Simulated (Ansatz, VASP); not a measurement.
## SiW6 in VASP and in Ansatz

The input INCAR:

```
SYSTEM = SiW6
PREC = Accurate ; ENCUT = 520
EDIFF = 1E-6 ; ISMEAR = 0
SIGMA = 0.1 ; LREAL = .FALSE.
LASPH = .TRUE. ; NELM = 100
ALGO = Normal ; ISIF = 2
LWAVE = .FALSE. ; LCHARG = .FALSE.
LDIPOL = .TRUE. ; IDIPOL = 3
DIPOL = 0.5 0.5 0.322 ; GGA = PE
IVDW = 12 ; NBANDS = 53
```

The input KPOINTS:

```
Automatic mesh
0
G
  6 6 1
  0 0 0
```

The input POSCAR:

```
SiW6
1.0
    4.4682526324      0.0000000000      0.0000000000
   -2.2341263162      3.8696202902      0.0000000000
    0.0000000000      0.0000000000     21.7259061349
W Si
6 1
Direct
    0.6666666667      0.3333333333      0.1841119986
    0.3333333333      0.6666666667      0.2260931360
    0.0000000000      0.0000000000      0.2680742733
    0.6666666667      0.3333333333      0.3070897866
    0.3333333333      0.6666666667      0.3466976876
    0.0000000000      0.0000000000      0.3832248047
    0.2222222222      0.8888888889      0.5397200035
```

Input for Ansatz:

```yaml
crystal:
  lattice:
    - [4.4682526324, 0.0, 0.0]
    - [-2.2341263162, 3.8696202902, 0.0]
    - [0.0, 0.0, 21.7259061349]
  atoms:
    - { symbol: W, position: [0.6666666667, 0.3333333333, 0.1841119986] }
    - { symbol: W, position: [0.3333333333, 0.6666666667, 0.226093136] }
    - { symbol: W, position: [0.0, 0.0, 0.2680742733] }
    - { symbol: W, position: [0.6666666667, 0.3333333333, 0.3070897866] }
    - { symbol: W, position: [0.3333333333, 0.6666666667, 0.3466976876] }
    - { symbol: W, position: [0.0, 0.0, 0.3832248047] }
    - { symbol: Si, position: [0.2222222222, 0.8888888889, 0.5397200035] }
basis:
  ecutwfc: 420
kpoints:
  mp_grid: { grid: [6, 6, 1] }
hamiltonian:
  xc: pbe
  pseudopotentials: { kind: paw, azcp: { folder: soft_1 } }
  dispersion: d3bj
scf:
  occupations: { method: gaussian, width: 0.1 }
output:
  forces: true
  eigenvalues: true
  write_density: true
  write_potential: true
  elf: true
  volumetric_format: npy
efield:
  axis: 3
  dipole_correction: true
  ramp_width: 0.04
```

Alike in both runs: task single point; functional PBE; dispersion D3(BJ); k mesh 6 × 6 × 1; occupations gaussian, width 0.1 eV; no spin polarisation.

|  | VASP | Ansatz |
| --- | --- | --- |
| version | VASP 6.6.1 | Ansatz 0.2.0 |
| potentials or method | VASP PAW PBE potentials, release 64 (W_sv, Si), cutoff 520 eV | scalar-relativistic, plane waves, PAW |
| valence electrons in the cell | 88 | 88 |

VASP gave:

- gap on the k mesh at the Fermi level (eV): none
- rms of the force components (eV/Å): 1.308

Task: Which values does Ansatz return?

Result: gap on the k mesh at the Fermi level (eV): none; rms of the force components (eV/Å): 1.297.

Atom by atom the forces differ by 0.021 eV/Å (rms over components). A gap of «none» marks a metal or a gap that the smearing closes. Ansatz's warnings: dispersion switch in reach, vacuum below fermi, xc potential rough in thin density.

Neither program's run includes spin-orbit coupling.
